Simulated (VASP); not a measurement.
# Cs (I4_1/amd) in VASP: notebook

Runs on Cs. Level: PBE. Tasks: single point.

Program: VASP 6.6.1. These are calculated values, not measurements. Logs are shortened: lines on timing, memory, paths and dates and some standing lists are left out, and cuts for length are marked.

## Step 1: The cell of the first run

It takes space group I4_1/amd (No. 141, tetragonal). The conventional cell has a = 7.130 Å, b = 7.130 Å, c = 3.861 Å, α = 90.00°, β = 90.00°, γ = 90.00°. Within 4.9 Å of Cs (site symmetry -4m2) lie 10 Cs at 3.69 to 4.59 Å.

## Step 2: Single point, PBE (49.07 Å³/atom)

File INCAR:

```
ALGO = Normal
EDIFF = 1E-7
ENCUT = 520
GGA = PE
ISIF = 2
ISMEAR = -1
LASPH = T
LCHARG = F
LREAL = F
LWAVE = F
NBANDS = 16
NELM = 60
PREC = Accurate
SIGMA = 0.08
```

File KPOINTS:

```
k-points
0
Gamma
  9 9 9
```

File POSCAR:

```
Cs
1.0
   -3.5649241099      3.5649241099      1.9304201803
    3.5649241099     -3.5649241099      1.9304201803
    3.5649241099      3.5649241099     -1.9304201803
Cs
2
Direct
   -0.3750000000     -0.1250000000     -0.2500000000
    0.3750000000      0.1250000000      0.2500000000
```

Potentials or basis: VASP PAW PBE potentials, release 64 (Cs_sv).

Run with:

```
cat potpaw_PBE.64/Cs_sv/POTCAR > POTCAR
mpirun -np 1 vasp_std > vasp.out
```

OUTCAR:

```text
EDIFF = 1E-7
   ENCUT = 520
   GGA = PE
   ISIF = 2
   ISMEAR = -1
   LASPH = T
   LREAL = F
   NELM = 60
   PREC = Accurate

 ion  position               nearest neighbor table
   1  0.625  0.875  0.750-
   2  0.375  0.125  0.250-

  LATTYP: Found a body centered tetragonal cell.
 ALAT       =     7.1298482198
 C/A-ratio  =     0.5415038640

  Lattice vectors:

 A1 = (  -3.5649241099,   3.5649241099,   1.9304201803)
 A2 = (   3.5649241099,  -3.5649241099,   1.9304201803)
 A3 = (   3.5649241099,   3.5649241099,  -1.9304201803)

Analysis of symmetry for initial positions (statically):
=====================================================================
 Subroutine PRICEL returns:
 Original cell was already a primitive cell.

 Routine SETGRP: Setting up the symmetry group for a
 body centered tetragonal supercell.

 Subroutine GETGRP returns: Found 16 space group operations
 (whereof  4 operations were pure point group operations)
 out of a pool of 16 trial point group operations.

The static configuration has the point symmetry C_2h.
 The point group associated with its full space group is D_4h.

Analysis of symmetry for dynamics (positions and initial velocities):
=====================================================================
 Subroutine PRICEL returns:
 Original cell was already a primitive cell.

 Routine SETGRP: Setting up the symmetry group for a
 body centered tetragonal supercell.

 Subroutine GETGRP returns: Found 16 space group operations
 (whereof  4 operations were pure point group operations)
 out of a pool of 16 trial point group operations.

The dynamic configuration has the point symmetry C_2h.
 The point group associated with its full space group is D_4h.

 Subroutine INISYM returns: Found 16 space group operations
 (whereof  4 operations are pure point group operations),
 and found     1 'primitive' translations

----------------------------------------------------------------------------------------

                                     Primitive cell

  volume of cell :      98.1324

  direct lattice vectors                    reciprocal lattice vectors
    -3.564924110  3.564924110  1.930420180     0.000000000  0.140255440  0.259010968
     3.564924110 -3.564924110  1.930420180     0.140255440  0.000000000  0.259010968
     3.564924110  3.564924110 -1.930420180     0.140255440  0.140255440  0.000000000

  length of vectors
     5.398508117  5.398508117  5.398508117     0.294547569  0.294547569  0.198351146

  position of ions in fractional coordinates (direct lattice)
     0.625000000  0.875000000  0.750000000
     0.375000000  0.125000000  0.250000000

  ion indices of the primitive-cell ions
   primitive index   ion index
                 1           1
                 2           2

----------------------------------------------------------------------------------------

 KPOINTS: k-points

Automatic generation of k-mesh.
 Grid dimensions read from file:
 generate k-points for:    9    9    9

 Generating k-lattice:

  Cartesian coordinates                     Fractional coordinates (reciprocal lattice)
     0.000000000  0.015583938  0.028778996     0.111111111  0.000000000 -0.000000000
     0.015583938  0.000000000  0.028778996     0.000000000  0.111111111 -0.000000000
     0.015583938  0.015583938  0.000000000     0.000000000  0.000000000  0.111111111

  Length of vectors
     0.032727508  0.032727508  0.022039016

  Shift w.r.t. Gamma in fractional coordinates (k-lattice)
     0.000000000  0.000000000  0.000000000

 Subroutine IBZKPT returns following result:
 ===========================================

 Found     75 irreducible k-points:

 Following reciprocal coordinates:
            Coordinates               Weight
  0.000000  0.000000  0.000000      1.000000
  0.111111 -0.000000  0.000000      8.000000
  0.222222  0.000000  0.000000      8.000000
  0.333333  0.000000  0.000000      8.000000
  0.444444  0.000000  0.000000      8.000000
  0.111111  0.111111  0.000000      8.000000
[... 16 lines left out ...]
 -0.333333  0.333333  0.000000      4.000000
  0.444444  0.444444  0.000000      8.000000
 [... further k-points ...]
   k-points           NKPTS =     75   k-points in BZ     NKDIM =     75   number of bands    NBANDS=     16
   number of dos      NEDOS =    301   number of ions     NIONS =      2
   total plane-waves  NPLWV =  64000
   dimension x,y,z NGX =    40 NGY =   40 NGZ =   40
   dimension x,y,z NGXF=    80 NGYF=   80 NGZF=   80
   ions per type =               2
   NGX,Y,Z   is equivalent  to a cutoff of  12.32, 12.32, 12.32 a.u.
   NGXF,Y,Z  is equivalent  to a cutoff of  24.64, 24.64, 24.64 a.u.
 SYSTEM =  unknown system
   PREC   = accura    normal or accurate (medium, high low for compatibility)
   ISTART =      0    job   : 0-new  1-cont  2-samecut
   ICHARG =      2    charge: 1-file 2-atom 10-const
   ISPIN  =      1    spin polarized calculation?
   LNONCOLLINEAR =      F non collinear calculations
   LSORBIT =      F    spin-orbit coupling
   LASPH  =      T    aspherical Exc in radial PAW
   ENCUT  =  520.0 eV  38.22 Ry    6.18 a.u.  10.04 10.04 10.04*2*pi/ulx,y,z
   NELM   =     60;   NELMIN=  2; NELMDL= -5     # of ELM steps
   EDIFF  = 0.1E-06   stopping-criterion for ELM
   LREAL  =      F    real-space projection
   EDIFFG = 0.1E-05   stopping-criterion for IOM
   NSW    =      0    number of steps for IOM
   IBRION =     -1    ionic relax: 0-MD 1-quasi-New 2-CG
   NFREE  =      0    steps in history (QN), initial steepest desc. (CG)
   ISIF   =      2    stress and relaxation
   ISYM   =      2    0-nonsym 1-usesym 2-fastsym
   POTIM  = 0.5000    time-step for ionic-motion
   TEBEG  =    0.0;   TEEND  =   0.0 temperature during run
   PSTRESS=    0.0 pullay stress
   NELECT =      18.0000    total number of electrons
   NUPDOWN=      -1.0000    fix difference up-down
   EMIN   =  10.00;   EMAX   =-10.00  energy-range for DOS
   EFERMI =   0.00;   METHOD = LEGACY
   ISMEAR =    -1;   SIGMA  =   0.08  broadening in eV -4-tet -1-fermi 0-gaus
   EFERMI_NEDOS =   21; number of points for ismear=-14 and -15
   IALGO  =     38    algorithm
   IMIX   =      4    mixing-type and parameters
     AMIX     =   0.40;   BMIX     =  1.00
     AMIX_MAG =   1.60;   BMIX_MAG =  1.00
  volume/ion in A,a.u.               =      49.07       331.12
  Fermi-wavevector in a.u.,A,eV,Ry     =   0.930168  1.757763 11.771938  0.865213
  Thomas-Fermi vector in A             =   2.056528
   LORBIT       =      0    0 simple, 1 ext, 2 COOP (PROOUT), +10 PAW based schemes
   GGA     = PE    functional components
   LHFCALC =     F    Hartree Fock is set to
   AEXX    =    0.0000 exact exchange contribution
   IVDW    =     0    specifies the selected vdW correction
   LEPSILON=     F    determine dielectric tensor
   LRPA    =     F    only Hartree local field effects (RPA)
 non-spin polarized calculation
  energy-cutoff  :      520.00
  volume of cell :       98.13
 maximum number of plane-waves:      2659
   NGX = 21   NGY = 21   NGZ = 21

 number of electron      18.0000002 magnetization

 Free energy of the ion-electron system (eV)
  ---------------------------------------------------
  ext. energy  EPLUGINS =         0.00000000
  ---------------------------------------------------
  free energy    TOTEN  =        -0.22652356 eV

  energy without entropy =       -0.13431482  energy(sigma->0) =       -0.18041919

 E-fermi :   3.4903     XC(G=0):  -8.1145

 val. band max:        3.4858456462   @ k =  -0.1111  -0.2222   0.1111
 cond. band min:       3.4913734734   @ k =   0.2222   0.2222   0.2222
 fundamental gap:      0.0055278272
 Fermi energy:         3.4902911996

 k-point     1 :       0.0000    0.0000    0.0000
  band No.  band energies     occupation
      1     -20.4930      2.00000
      2     -20.0341      2.00000
      3      -7.8493      2.00000
      4      -7.8493      2.00000
      5      -6.4595      2.00000
      6      -6.4451      2.00000
[... 8 lines left out ...]
     15       7.5280      0.00000
     16       7.9905      0.00000

 k-point     2 :       0.1111   -0.0000    0.0000
  band No.  band energies     occupation
      1     -20.4652      2.00000
      2     -20.0304      2.00000
      3      -7.8334      2.00000
      4      -7.7812      2.00000
      5      -6.6624      2.00000
      6      -6.6312      2.00000
[... 8 lines left out ...]
     15       6.4631      0.00000
     16       9.1775      0.00000

 k-point     3 :       0.2222    0.0000    0.0000
  band No.  band energies     occupation
      1     -20.3916      2.00000
      2     -20.0231      2.00000
      3      -7.7907      2.00000
      4      -7.6277      2.00000
      5      -7.1384      2.00000
      6      -7.0005      2.00000
[... 8 lines left out ...]
     15       7.0767      0.00000
     16       8.0145      0.00000

 k-point     4 :       0.3333    0.0000    0.0000
  band No.  band energies     occupation
      1     -20.2995      2.00000
      2     -20.0210      2.00000
      3      -7.7378      2.00000
      4      -7.7309      2.00000
      5      -7.5162      2.00000
      6      -7.1635      2.00000
[... 8 lines left out ...]
     15       7.7204      0.00000
     16       8.2064      0.00000
[... 324 lines left out ...]
 k-point    22 :      -0.4444    0.3333   -0.0000
  band No.  band energies     occupation
      1     -20.3254      2.00000
      2     -20.1741      2.00000
      3      -7.6246      2.00000
      4      -7.3316      2.00000
      5      -7.1926      2.00000
      6      -6.8791      2.00000
[... 8 lines left out ...]
     15       7.4236      0.00000
     16       7.9924      0.00000

 k-point    23 :      -0.3333    0.3333    0.0000
  band No.  band energies     occupation
      1     -20.3803      2.00000
      2     -20.1508      2.00000
      3      -7.6043      2.00000
      4      -7.5592      2.00000
      5      -6.8959      2.00000
      6      -6.8862      2.00000
[... 8 lines left out ...]
     15       8.1916      0.00000
     16       8.2392      0.00000

 k-point    24 :       0.4444    0.4444    0.0000
  band No.  band energies     occupation
      1     -20.2544      2.00000
      2     -20.2457      2.00000
      3      -7.4734      2.00000
      4      -7.3868      2.00000
      5      -7.1649      2.00000
      6      -7.0415      2.00000
[... 8 lines left out ...]
     15       7.1406      0.00000
     16       7.4037      0.00000

 [... further k-points ...]
[... 5 lines left out ...]
  --------------------------------------------------------------------------------------
  -------------------------------------------------------------------------------------
  Total        2.9712692      2.9712692      2.4104660      0.0000000      0.0000000     -0.0000000
  in kB       48.5109929     48.5109929     39.3549324      0.0000000      0.0000000     -0.0000000
  external PRESSURE =      45.4589727 kB  Pullay stress =       0.0000000 kB

 VOLUME and BASIS-vectors are now :
 -----------------------------------------------------------------------------
  energy-cutoff  :      520.00
  volume of cell :       98.13
      direct lattice vectors                 reciprocal lattice vectors
    -3.564924110  3.564924110  1.930420180     0.000000000  0.140255440  0.259010968
     3.564924110 -3.564924110  1.930420180     0.140255440  0.000000000  0.259010968
     3.564924110  3.564924110 -1.930420180     0.140255440  0.140255440  0.000000000

 POSITION                                       TOTAL-FORCE (eV/Angst)
 -----------------------------------------------------------------------------------
      3.56492      1.78246      1.44782        -0.000000      0.000000      0.000000
     -0.00000      1.78246      0.48261         0.000000     -0.000000     -0.000000
 -----------------------------------------------------------------------------------
    total drift:                               -0.000000     -0.000000      0.000000

  FREE ENERGIE OF THE ION-ELECTRON SYSTEM (eV)
  ---------------------------------------------------
  free  energy   TOTEN  =        -0.2265235619 eV

  energy  without entropy=       -0.1343148181  energy(sigma->0) =       -0.18041919
```

Run time: 2.8 min. Hardware: 1 thread of Intel Xeon 8259CL, shared host; peak memory 0.28 GiB.

What came out:

| Property | Result |
| --- | --- |
| Free energy | -0.2265 eV |
| Pressure | 4.5 GPa |
| Band gap on the k mesh | zero (bands 9 and 10 overlap by 1.97 eV) |

Stress tensor (GPa, compression positive):
```
4.85 0.00 0.00
0.00 4.85 0.00
0.00 0.00 3.94
```

Caveat: the cell stands under pressure; spin-orbit coupling is left out, which moves the levels of the heavy elements.

## Step 3: Single point, PBE (49.07 Å³/atom)

File INCAR:

```
SYSTEM = Cs
PREC = Accurate
ENCUT = 520
EDIFF = 1E-6
ISMEAR = -1
SIGMA = 0.08
LREAL = .FALSE.
LASPH = .TRUE.
NELM = 60
ALGO = Normal
ISIF = 2
LWAVE = .FALSE.
LCHARG = .FALSE.
GGA = PE
NBANDS = 16
```

File KPOINTS:

```
Automatic mesh
0
G
  9 9 9
  0 0 0
```

POSCAR is that of step 2.

Potentials or basis: VASP PAW PBE potentials, release 64 (Cs_sv).

Run with:

```
cat potpaw_PBE.64/Cs_sv/POTCAR > POTCAR
mpirun -np 1 vasp_std > vasp.out
```

OUTCAR:

```text
SYSTEM = Cs
   PREC = Accurate
   ENCUT = 520
   EDIFF = 1E-6
   ISMEAR = -1
   LREAL = .FALSE.
   LASPH = .TRUE.
   NELM = 60
   ISIF = 2
   GGA = PE

 ion  position               nearest neighbor table
   1  0.625  0.875  0.750-
   2  0.375  0.125  0.250-

  LATTYP: Found a body centered tetragonal cell.
 ALAT       =     7.1298482198
 C/A-ratio  =     0.5415038640

  Lattice vectors:

 A1 = (  -3.5649241099,   3.5649241099,   1.9304201803)
 A2 = (   3.5649241099,  -3.5649241099,   1.9304201803)
 A3 = (   3.5649241099,   3.5649241099,  -1.9304201803)

Analysis of symmetry for initial positions (statically):
=====================================================================
 Subroutine PRICEL returns:
 Original cell was already a primitive cell.

 Routine SETGRP: Setting up the symmetry group for a
 body centered tetragonal supercell.

 Subroutine GETGRP returns: Found 16 space group operations
 (whereof  4 operations were pure point group operations)
[... 154 lines left out ...]

 number of electron      18.0000002 magnetization

 Free energy of the ion-electron system (eV)
  ---------------------------------------------------
  ext. energy  EPLUGINS =         0.00000000
  ---------------------------------------------------
  free energy    TOTEN  =        -0.22652357 eV

  energy without entropy =       -0.13431551  energy(sigma->0) =       -0.18041954

 E-fermi :   3.4903     XC(G=0):  -8.1145

 val. band max:        3.4858267308   @ k =  -0.1111  -0.2222   0.1111
 cond. band min:       3.4913610775   @ k =   0.2222   0.2222   0.2222
 fundamental gap:      0.0055343467
 Fermi energy:         3.4902772122

 k-point     1 :       0.0000    0.0000    0.0000
  band No.  band energies     occupation
      1     -20.4929      2.00000
      2     -20.0340      2.00000
      3      -7.8493      2.00000
      4      -7.8493      2.00000
      5      -6.4595      2.00000
      6      -6.4450      2.00000
[... 433 lines left out ...]
      3      -7.4733      2.00000
      4      -7.3868      2.00000
      5      -7.1648      2.00000
      6      -7.0415      2.00000
[... 8 lines left out ...]
     15       7.1405      0.00000
     16       7.4037      0.00000

 [... further k-points ...]
[... 5 lines left out ...]
  --------------------------------------------------------------------------------------
  -------------------------------------------------------------------------------------
  Total        2.9703169      2.9703169      2.4101181      0.0000000      0.0000000     -0.0000000
  in kB       48.4954452     48.4954452     39.3492523      0.0000000      0.0000000     -0.0000000
  external PRESSURE =      45.4467142 kB  Pullay stress =       0.0000000 kB

 VOLUME and BASIS-vectors are now :
 -----------------------------------------------------------------------------
  energy-cutoff  :      520.00
  volume of cell :       98.13
      direct lattice vectors                 reciprocal lattice vectors
    -3.564924110  3.564924110  1.930420180     0.000000000  0.140255440  0.259010968
     3.564924110 -3.564924110  1.930420180     0.140255440  0.000000000  0.259010968
     3.564924110  3.564924110 -1.930420180     0.140255440  0.140255440  0.000000000

 POSITION                                       TOTAL-FORCE (eV/Angst)
 -----------------------------------------------------------------------------------
      3.56492      1.78246      1.44782        -0.000000      0.000000     -0.000000
     -0.00000      1.78246      0.48261         0.000000     -0.000000      0.000000
 -----------------------------------------------------------------------------------
    total drift:                               -0.000000     -0.000000      0.000000

  FREE ENERGIE OF THE ION-ELECTRON SYSTEM (eV)
  ---------------------------------------------------
  free  energy   TOTEN  =        -0.2265235704 eV

  energy  without entropy=       -0.1343155128  energy(sigma->0) =       -0.18041954
```

stdout:

```text
POSCAR found type information on POSCAR Cs
 POSCAR found :  1 types and       2 ions
 scaLAPACK will be used
 LDA part: xc-table for (Slater+PW92), standard interpolation
 POSCAR, INCAR and KPOINTS ok, starting setup
 FFT: planning ... GRIDC
 FFT: planning ... GRID_SOFT
 FFT: planning ... GRID
 WAVECAR not read
 entering main loop
```

It took 2.6 min on 1 thread of Intel Xeon 8259CL, shared host; peak memory 0.28 GiB.

Results:

| Item | Value |
| --- | --- |
| Free energy | -0.2265 eV |
| Pressure | 4.5 GPa |
| Band gap on the k mesh | zero (bands 9 and 10 overlap by 1.97 eV) |

Stress tensor (GPa, compression positive):
```
4.85 0.00 0.00
0.00 4.85 0.00
0.00 0.00 3.93
```

Caveat: the cell stands under pressure; spin-orbit coupling is left out, which moves the levels of the heavy elements.
